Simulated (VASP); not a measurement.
# CuO in VASP: notebook, part 2 of 2

VASP 6.6.1.

## Step 4: Single point, PBEsol

This run uses another cell than the first one, of 11.01 Å³/atom, 0.865 times its volume.

File INCAR:

```
  PREC = Accurate
  ENCUT = 520
  EDIFF = 1E-6
  ISMEAR = -1
  SIGMA = 0.05
  LREAL = False
  LASPH = True
  NELM = 100
  ALGO = Normal
  ISIF = 2
  LWAVE = False
  LCHARG = False
  GGA = PS
  NBANDS = 16
```

File KPOINTS:

```
regular mesh
0
Gamma
  8 8 8
```

File POSCAR:

```
CuO
1.0
    0.0000000000      2.2247553221      2.2247553221
    2.2247553221      0.0000000000      2.2247553221
    2.2247553221      2.2247553221      0.0000000000
Cu O
1 1
Direct
    0.0000000000      0.0000000000      0.0000000000
    0.2500000000      0.2500000000      0.2500000000
```

Potentials or basis: VASP PAW PBE potentials, release 64 (Cu, O).

Run with:

```
cat potpaw_PBE.64/Cu/POTCAR potpaw_PBE.64/O/POTCAR > POTCAR
mpirun -np 1 vasp_std > vasp.out
```

OUTCAR:

```text
PREC = Accurate
   ENCUT = 520
   EDIFF = 1E-6
   ISMEAR = -1
   LREAL = False
   LASPH = True
   NELM = 100
   ISIF = 2
   GGA = PS

 ion  position               nearest neighbor table
   1  0.000  0.000  0.000-   2 1.93   2 1.93   2 1.93   2 1.93
   2  0.250  0.250  0.250-   1 1.93   1 1.93   1 1.93   1 1.93

  LATTYP: Found a face centered cubic cell.
 ALAT       =     4.4495106442

  Lattice vectors:

 A1 = (   0.0000000000,   2.2247553221,   2.2247553221)
 A2 = (   2.2247553221,   0.0000000000,   2.2247553221)
 A3 = (   2.2247553221,   2.2247553221,   0.0000000000)

Analysis of symmetry for initial positions (statically):
=====================================================================
 Subroutine PRICEL returns:
 Original cell was already a primitive cell.

 Routine SETGRP: Setting up the symmetry group for a
 face centered cubic supercell.

 Subroutine GETGRP returns: Found 24 space group operations
 (whereof 24 operations were pure point group operations)
 out of a pool of 48 trial point group operations.

The static configuration has the point symmetry T_d .

Analysis of symmetry for dynamics (positions and initial velocities):
=====================================================================
 Subroutine PRICEL returns:
 Original cell was already a primitive cell.

 Routine SETGRP: Setting up the symmetry group for a
 face centered cubic supercell.

 Subroutine GETGRP returns: Found 24 space group operations
 (whereof 24 operations were pure point group operations)
 out of a pool of 48 trial point group operations.

The dynamic configuration has the point symmetry T_d .

 Subroutine INISYM returns: Found 24 space group operations
 (whereof 24 operations are pure point group operations),
 and found     1 'primitive' translations

----------------------------------------------------------------------------------------

                                     Primitive cell

  volume of cell :      22.0230

  direct lattice vectors                    reciprocal lattice vectors
     0.000000000  2.224755322  2.224755322    -0.224743816  0.224743816  0.224743816
     2.224755322  0.000000000  2.224755322     0.224743816 -0.224743816  0.224743816
     2.224755322  2.224755322  0.000000000     0.224743816  0.224743816 -0.224743816

  length of vectors
     3.146279149  3.146279149  3.146279149     0.389267707  0.389267707  0.389267707

  position of ions in fractional coordinates (direct lattice)
     0.000000000  0.000000000  0.000000000
     0.250000000  0.250000000  0.250000000

  ion indices of the primitive-cell ions
   primitive index   ion index
                 1           1
                 2           2

----------------------------------------------------------------------------------------

 KPOINTS: regular mesh

Automatic generation of k-mesh.
 Grid dimensions read from file:
 generate k-points for:    8    8    8

 Generating k-lattice:

  Cartesian coordinates                     Fractional coordinates (reciprocal lattice)
    -0.028092977  0.028092977  0.028092977     0.125000000  0.000000000  0.000000000
     0.028092977 -0.028092977  0.028092977     0.000000000  0.125000000  0.000000000
     0.028092977  0.028092977 -0.028092977     0.000000000  0.000000000  0.125000000

  Length of vectors
     0.048658463  0.048658463  0.048658463

  Shift w.r.t. Gamma in fractional coordinates (k-lattice)
     0.000000000  0.000000000  0.000000000

 Subroutine IBZKPT returns following result:
 ===========================================

 Found     29 irreducible k-points:

 Following reciprocal coordinates:
            Coordinates               Weight
  0.000000  0.000000  0.000000      1.000000
  0.125000  0.000000  0.000000      8.000000
  0.250000  0.000000  0.000000      8.000000
  0.375000  0.000000  0.000000      8.000000
  0.500000  0.000000  0.000000      4.000000
  0.125000  0.125000  0.000000      6.000000
[... 16 lines left out ...]
  0.500000  0.250000  0.125000     48.000000
 -0.375000  0.250000  0.125000     24.000000
 [... further k-points ...]
   k-points           NKPTS =     29   k-points in BZ     NKDIM =     29   number of bands    NBANDS=     16
   number of dos      NEDOS =    301   number of ions     NIONS =      2
   total plane-waves  NPLWV =  13824
   dimension x,y,z NGX =    24 NGY =   24 NGZ =   24
   dimension x,y,z NGXF=    48 NGYF=   48 NGZF=   48
   ions per type =               1   1
   NGX,Y,Z   is equivalent  to a cutoff of  12.68, 12.68, 12.68 a.u.
   NGXF,Y,Z  is equivalent  to a cutoff of  25.36, 25.36, 25.36 a.u.
 SYSTEM =  unknown system
   PREC   = accura    normal or accurate (medium, high low for compatibility)
   ISTART =      0    job   : 0-new  1-cont  2-samecut
   ICHARG =      2    charge: 1-file 2-atom 10-const
   ISPIN  =      1    spin polarized calculation?
   LNONCOLLINEAR =      F non collinear calculations
   LSORBIT =      F    spin-orbit coupling
   LASPH  =      T    aspherical Exc in radial PAW
   ENCUT  =  520.0 eV  38.22 Ry    6.18 a.u.   5.85  5.85  5.85*2*pi/ulx,y,z
   NELM   =    100;   NELMIN=  2; NELMDL= -5     # of ELM steps
   EDIFF  = 0.1E-05   stopping-criterion for ELM
   LREAL  =      F    real-space projection
   EDIFFG = 0.1E-04   stopping-criterion for IOM
   NSW    =      0    number of steps for IOM
   IBRION =     -1    ionic relax: 0-MD 1-quasi-New 2-CG
   NFREE  =      0    steps in history (QN), initial steepest desc. (CG)
   ISIF   =      2    stress and relaxation
   ISYM   =      2    0-nonsym 1-usesym 2-fastsym
   POTIM  = 0.5000    time-step for ionic-motion
   TEBEG  =    0.0;   TEEND  =   0.0 temperature during run
   PSTRESS=    0.0 pullay stress
   NELECT =      17.0000    total number of electrons
   NUPDOWN=      -1.0000    fix difference up-down
   EMIN   =  10.00;   EMAX   =-10.00  energy-range for DOS
   EFERMI =   0.00;   METHOD = LEGACY
   ISMEAR =    -1;   SIGMA  =   0.05  broadening in eV -4-tet -1-fermi 0-gaus
   EFERMI_NEDOS =   21; number of points for ismear=-14 and -15
   IALGO  =     38    algorithm
   IMIX   =      4    mixing-type and parameters
     AMIX     =   0.40;   BMIX     =  1.00
     AMIX_MAG =   1.60;   BMIX_MAG =  1.00
  volume/ion in A,a.u.               =      11.01        74.31
  Fermi-wavevector in a.u.,A,eV,Ry     =   1.501754  2.837904 30.684757  2.255266
  Thomas-Fermi vector in A             =   2.613084
   LORBIT       =      0    0 simple, 1 ext, 2 COOP (PROOUT), +10 PAW based schemes
   GGA     = PS    functional components
   LHFCALC =     F    Hartree Fock is set to
   AEXX    =    0.0000 exact exchange contribution
   IVDW    =     0    specifies the selected vdW correction
   LEPSILON=     F    determine dielectric tensor
   LRPA    =     F    only Hartree local field effects (RPA)
 non-spin polarized calculation
  energy-cutoff  :      520.00
  volume of cell :       22.02
 maximum number of plane-waves:       609
   NGX = 11   NGY = 11   NGZ = 11

 number of electron      16.9999993 magnetization

 Free energy of the ion-electron system (eV)
  ---------------------------------------------------
  ext. energy  EPLUGINS =         0.00000000
  ---------------------------------------------------
  free energy    TOTEN  =       -10.42697176 eV

  energy without entropy =      -10.41026598  energy(sigma->0) =      -10.41861887

 E-fermi :   4.4342     XC(G=0): -11.5911

 val. band max:        4.4070095235   @ k =   0.5000   0.0000   0.0000
 cond. band min:       4.4712994827   @ k =  -0.3750   0.1250   0.0000
 fundamental gap:      0.0642899592
 Fermi energy:         4.4342481103

 k-point     1 :       0.0000    0.0000    0.0000
  band No.  band energies     occupation
      1     -14.7800      2.00000
      2      -0.8145      2.00000
      3      -0.8145      2.00000
      4      -0.8145      2.00000
      5       2.2650      2.00000
      6       2.2650      2.00000
[... 8 lines left out ...]
     15      25.7274      0.00000
     16      25.7274      0.00000

 k-point     2 :       0.1250    0.0000    0.0000
  band No.  band energies     occupation
      1     -14.6761      2.00000
      2      -1.0682      2.00000
      3      -0.7638      2.00000
      4      -0.7638      2.00000
      5       2.2481      2.00000
      6       2.2481      2.00000
[... 8 lines left out ...]
     15      24.6758      0.00000
     16      24.6758      0.00000
[... 387 lines left out ...]
      5       2.1494      2.00000
      6       2.3751      2.00000
[... 8 lines left out ...]
     15      26.2349      0.00000
     16      28.7696      0.00000

 k-point    24 :      -0.3750    0.2500    0.1250
  band No.  band energies     occupation
      1     -13.9196      2.00000
      2      -1.5799      2.00000
      3      -0.8225      2.00000
      4      -0.3379      2.00000
      5       2.1104      2.00000
      6       2.3491      2.00000
[... 8 lines left out ...]
     15      25.8342      0.00000
     16      28.9391      0.00000

 [... further k-points ...]
[... 5 lines left out ...]
  --------------------------------------------------------------------------------------
  -------------------------------------------------------------------------------------
  Total        0.0951231      0.0951231      0.0951231      0.0000000      0.0000000     -0.0000000
  in kB        6.9202172      6.9202172      6.9202172      0.0000000      0.0000000     -0.0000000
  external PRESSURE =       6.9202172 kB  Pullay stress =       0.0000000 kB

 VOLUME and BASIS-vectors are now :
 -----------------------------------------------------------------------------
  energy-cutoff  :      520.00
  volume of cell :       22.02
      direct lattice vectors                 reciprocal lattice vectors
     0.000000000  2.224755322  2.224755322    -0.224743816  0.224743816  0.224743816
     2.224755322  0.000000000  2.224755322     0.224743816 -0.224743816  0.224743816
     2.224755322  2.224755322  0.000000000     0.224743816  0.224743816 -0.224743816

 POSITION                                       TOTAL-FORCE (eV/Angst)
 -----------------------------------------------------------------------------------
      0.00000      0.00000      0.00000         0.000000      0.000000     -0.000000
      1.11238      1.11238      1.11238        -0.000000     -0.000000      0.000000
 -----------------------------------------------------------------------------------
    total drift:                                0.000001      0.000001      0.000001

  FREE ENERGIE OF THE ION-ELECTRON SYSTEM (eV)
  ---------------------------------------------------
  free  energy   TOTEN  =       -10.4269717625 eV

  energy  without entropy=      -10.4102659791  energy(sigma->0) =      -10.41861887
```

Run time: 6.4 s. Hardware: 1 thread of Intel Xeon Platinum 8488C (Sapphire Rapids), shared host; peak memory 0.13 GiB.

Results:

```yaml
Free_energy: -10.4270 eV
Pressure: 0.7 GPa
```

Caveat: the PAW data sets were made with another functional, which shifts forces and pressure a little; an odd number of electrons without spin polarisation forces a metal; a magnetic or distorted state may lie lower; semilocal functionals often make such compounds metallic where correlation or magnetic order opens a gap, which also shifts bond lengths.

## Step 5: Single point, PBE

This run uses another cell than the first one, of 11.57 Å³/atom, 0.909 times its volume.

File INCAR:

```
SYSTEM = CuO
PREC = Accurate
ENCUT = 520
EDIFF = 1E-6
ISMEAR = -1
SIGMA = 0.05
LREAL = .FALSE.
LASPH = .TRUE.
NELM = 100
ALGO = Normal
ISIF = 2
LWAVE = .FALSE.
LCHARG = .FALSE.
GGA = PE
NBANDS = 16
```

File KPOINTS:

```
Automatic mesh
0
G
  8 8 8
  0 0 0
```

File POSCAR:

```
CuO
1.0
    0.0000000000      2.2617087653      2.2617087653
    2.2617087653      0.0000000000      2.2617087653
    2.2617087653      2.2617087653      0.0000000000
Cu O
1 1
Direct
    0.0000000000      0.0000000000      0.0000000000
    0.2500000000      0.2500000000      0.2500000000
```

Run with:

```
cat potpaw_PBE.64/Cu/POTCAR potpaw_PBE.64/O/POTCAR > POTCAR
mpirun -np 1 vasp_std > vasp.out
```

Run time: 6.4 s. Hardware: 1 thread of Intel Xeon Platinum 8488C (Sapphire Rapids), shared host; peak memory 0.13 GiB.

The run converged. Its results:

* Free energy: -9.5698 eV
* Pressure: 0.5 GPa

Levels at points of the mesh, in eV from the Fermi level:
```tsv
k point	band 5	band 6	band 7	band 8	band 9	band 10	band 11	band 12	band 13	band 14
(0.00, 0.00, 0.00)	-2.04	-2.04	0.80	0.80	0.80	0.98	14.37	14.37	14.37	21.06
(0.50, 0.00, 0.00)	-1.93	-1.93	-1.82	-0.02	-0.02	6.16	7.92	13.98	13.98	17.96
(0.50, 0.50, 0.00)	-2.29	-1.81	-1.40	-1.14	-1.14	5.85	9.98	11.56	14.83	14.83
```

Caveat: an odd number of electrons without spin polarisation forces a metal; a magnetic or distorted state may lie lower; semilocal functionals often make such compounds metallic where correlation or magnetic order opens a gap, which also shifts bond lengths. With open d or f shells a metallic result of PBE can be an artefact of self-interaction; +U or a hybrid may open a gap.

## Step 6: Relaxation of cell and atoms, PBE

This run uses another cell than the first one, of 12.60 Å³/atom, 0.990 times its volume.

File INCAR:

```
SYSTEM = CuO
ALGO = Normal
EDIFF = 1E-7
EDIFFG = -0.005
ENCUT = 600
GGA = PE
IBRION = 2
ISIF = 3
ISMEAR = -1
LASPH = .True.
LCHARG = .False.
LREAL = .False.
LWAVE = .False.
NELM = 60
NSW = 80
PREC = Accurate
SIGMA = 0.05
```

File KPOINTS:

```
k-points
0
Gamma
  8 8 8
  0 0 0
```

File POSCAR:

```
CuO
1.0
    0.0000000000      2.3272527300      2.3272527300
    2.3272527300      0.0000000000      2.3272527300
    2.3272527300      2.3272527300      0.0000000000
Cu O
1 1
Direct
    0.0000000000      0.0000000000      0.0000000000
    0.2500000000      0.2500000000      0.2500000000
```

Potentials or basis: VASP PAW PBE potentials, release 64 (Cu, O).

Run with:

```
cat potpaw_PBE.64/Cu/POTCAR potpaw_PBE.64/O/POTCAR > POTCAR
mpirun -np 1 vasp_std > vasp.out
```

Run time: 25 s. Hardware: 1 thread of Intel Xeon Platinum 8488C (Sapphire Rapids), shared host; peak memory 0.16 GiB.

It converged, with:

* Free energy: -9.5760 eV
* Relaxed volume: 11.61 Å³/atom
* Relaxed cell: a = 3.202 Å, b = 3.202 Å, c = 3.202 Å, α = 60.00°, β = 60.00°, γ = 60.00°
* Space group after relaxing (to 0.05 Å): F-43m (No. 216)
* Energy gained by relaxing: 31.4 meV/atom
* Ionic steps: 3
* Pressure after relaxing: 0.0 GPa

Step by step:
```csv
step,energy change (eV),largest force (eV/Å),pressure (GPa),volume (Å³)
1,0.0000,0.0000,-9.30,25.21
2,-0.0563,0.0000,3.73,22.63
3,-0.0628,0.0000,0.00,23.21
```

Final structure:
```
Cu O
1.0
     0.00000    2.26407    2.26407
     2.26407    0.00000    2.26407
     2.26407    2.26407    0.00000
Cu O
1 1
Direct
  0.00000 0.00000 0.00000
  0.25000 0.25000 0.25000
```

Levels at points of the mesh, in eV from the Fermi level:
```
           k point  band 7  band 8  band 9  band 10  band 11  band 12
(0.00, 0.00, 0.00)    0.79    0.79    0.79     0.98    14.35    14.35
(0.50, 0.00, 0.00)   -1.81   -0.02   -0.02     6.15     7.91    13.96
(0.50, 0.50, 0.00)   -1.40   -1.14   -1.14     5.85     9.95    11.55
```

Caveat: an odd number of electrons without spin polarisation forces a metal; a magnetic or distorted state may lie lower; semilocal functionals often make such compounds metallic where correlation or magnetic order opens a gap, which also shifts bond lengths. With open d or f shells a metallic result of PBE can be an artefact of self-interaction; +U or a hybrid may open a gap.

## Step 7: Overview

| task | level | potentials or basis | cell | cutoff (eV) | gap on the mesh (eV) | pressure (GPa) |
| --- | --- | --- | --- | --- | --- | --- |
| single point | PBE | VASP PAW PBE potentials, release 64 (Cu, O) | a = 3.308, b = 3.308, c = 3.291 Å, angles 60.2, 60.2, 59.7°, 2 atoms | 520 | none | -10.1 |
| single point | LDA | VASP PAW LDA potentials, release 64 (Cu, O) | a = 3.107 Å, angles 60.0°, 2 atoms | 520 | none | 0.7 |
| single point | PBEsol | VASP PAW PBE potentials, release 64 (Cu, O) | a = 3.146 Å, angles 60.0°, 2 atoms | 520 | none | 0.7 |
| single point | PBE | VASP PAW PBE potentials, release 64 (Cu, O) | a = 3.199 Å, angles 60.0°, 2 atoms | 520 | none | 0.5 |
| relaxation of cell and atoms | PBE | VASP PAW PBE potentials, release 64 (Cu, O) | relaxed from a = 3.291 Å, angles 60.0°, 2 atoms | 600 | none | 0.0 |

Alike in all rows: no spin polarisation; k mesh 8 × 8 × 8; smearing fermi-dirac 0.05 eV.

Caveats: an odd number of electrons without spin polarisation forces a metal; a magnetic or distorted state may lie lower; semilocal functionals often make such compounds metallic where correlation or magnetic order opens a gap, which also shifts bond lengths; the PAW data sets were made with another functional, which shifts forces and pressure a little (some runs).

Total energies depend on the potentials used, so only differences within one code and one set of settings carry meaning.
